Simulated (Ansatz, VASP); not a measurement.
**Two plane-wave programs on SiC**

POSCAR

```
SiC
1.0
    3.0751950059      0.0000000000      0.0000000000
   -1.5375975029      2.6631969967      0.0000000000
    0.0000000000      0.0000000000      5.0481668544
Si C
2 2
Direct
    0.4218479556      0.7109239778      0.0210939224
    0.7551812889      0.3775906445      0.5210939224
    0.3333333333      0.6666666667      0.3803971172
    0.6666666667      0.3333333333      0.8803971172
```

INCAR.step1

```
SYSTEM = SiC
PREC = Accurate
ENCUT = 520
ISMEAR = 0
SIGMA = 0.05
LREAL = .FALSE.
LASPH = .TRUE.
NELM = 100
NBANDS = 16
GGA = PE
ALGO = Normal
EDIFF = 1E-4
LWAVE = .TRUE.
LCHARG = .FALSE.
```

Contents of INCAR.step2:

```
SYSTEM = SiC
PREC = Accurate
ENCUT = 520
EDIFF = 1E-6
ISMEAR = 0
SIGMA = 0.05
LREAL = .FALSE.
LASPH = .TRUE.
NELM = 100
ALGO = Normal
ISIF = 2
LWAVE = .FALSE.
LCHARG = .FALSE.
METAGGA = R2SCAN
LMIXTAU = .TRUE.
NBANDS = 16
ISTART = 1
```

File KPOINTS:

```
Automatic mesh
0
G
  12 12 6
  0 0 0
```

Input for Ansatz:

```yaml
crystal:
  lattice:
    - [3.0751950059, 0.0, 0.0]
    - [-1.5375975029, 2.6631969967, 0.0]
    - [0.0, 0.0, 5.0481668544]
  atoms:
    - { symbol: Si, position: [0.4218479556, 0.7109239778, 0.0210939224] }
    - { symbol: Si, position: [0.7551812889, 0.3775906445, 0.5210939224] }
    - { symbol: C, position: [0.3333333333, 0.6666666667, 0.3803971172] }
    - { symbol: C, position: [0.6666666667, 0.3333333333, 0.8803971172] }
basis:
  ecutwfc: 500
kpoints:
  mp_grid: { grid: [12, 12, 6] }
hamiltonian:
  xc: r2scan
scf:
  occupations: { method: gaussian, width: 0.05 }
output:
  forces: true
  stress: true
  eigenvalues: true
```

Change from the starting cell: all Si atoms moved -0.250 Å, as atom 1 towards its neighbour atom 4 (C) at 1.883 Å.

Alike in both runs: task single point; functional r2SCAN; k mesh 12 × 12 × 6; occupations gaussian, width 0.05 eV; no spin polarisation.

|  | VASP | Ansatz |
| --- | --- | --- |
| version | VASP 6.6.1 | Ansatz 0.2.0 |
| potentials or method | VASP PAW PBE potentials, release 64 (Si, C), cutoff 520 eV | scalar-relativistic, plane waves, PAW |
| valence electrons in the cell | 16 | 16 |

VASP gave:

```
gap on the k mesh at the Fermi level (eV)                     : 1.39
least direct gap on the mesh (eV)                             : 3.80
pressure (GPa)                                                : 6.3
traceless stress, the component that is largest in VASP (GPa) : -10.04
rms of the force components (eV/Å)                            : 2.487
```

Task: Which values does Ansatz return?

Result: gap on the k mesh at the Fermi level (eV): 1.39; least direct gap on the mesh (eV): 3.79; pressure (GPa): 6.6; traceless stress, the component that is largest in VASP (GPa): -10.12; rms of the force components (eV/Å): 2.493.

VASP's potentials were made for PBE, not for r2SCAN. Atom by atom the forces differ by 0.007 eV/Å (rms over components).
